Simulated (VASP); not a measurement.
Wanted: the native input for a VASP 6.6.1 run.

```
Task                   : single point
Functional             : LDA
Potentials or basis    : VASP PAW LDA potentials, release 64 (In_d, P)
Cutoff                 : 520 eV
k mesh                 : 12 × 12 × 12
Occupations            : gaussian, width 0.05 eV
Spin                   : no spin polarisation
Dipole correction      : no
Further INCAR settings : ALGO = Normal; EDIFF = 1e-06; NBANDS = 16
```

The structure of InP lies in POSCAR:

```
InP
1.0
    0.0000000000      2.9787368010      2.8035169891
    2.8035169891      0.0000000000      2.8035169891
    2.8035169891      2.9787368010      0.0000000000
In P
1 1
Direct
    0.0000000000      0.0000000000      0.0000000000
    0.7500000000      0.7500000000      0.7500000000
```

This cell differs from its parent crystal: volume 23.412 Å^3 an atom, c/a of the conventional cell 1.0625.

The input as run:

INCAR

```
PREC = Accurate
ENCUT = 520
EDIFF = 1E-6
ISMEAR = 0
SIGMA = 0.05
LREAL = False
LASPH = True
NELM = 80
ALGO = Normal
ISIF = 2
LWAVE = False
LCHARG = False
GGA = CA
NBANDS = 16
```

KPOINTS

```
regular mesh
0
Gamma
  12 12 12
```

Potentials or basis: VASP PAW LDA potentials, release 64 (In_d, P).

Command:

```bash
$ cat potpaw_LDA.64/In_d/POTCAR potpaw_LDA.64/P/POTCAR > POTCAR
$ mpirun -np 1 vasp_std > vasp.out
```

It gave:

```
Pressure               : 4.3 GPa
Band gap on the k mesh : 0.77 eV, direct
```

Caveat: spin-orbit coupling is left out, which moves the levels of the heavy elements.

It took 56 s on 1 thread of Intel(R) Xeon(R) 6975P-C (Granite Rapids), with other jobs on the host, peak memory 0.23 GiB.
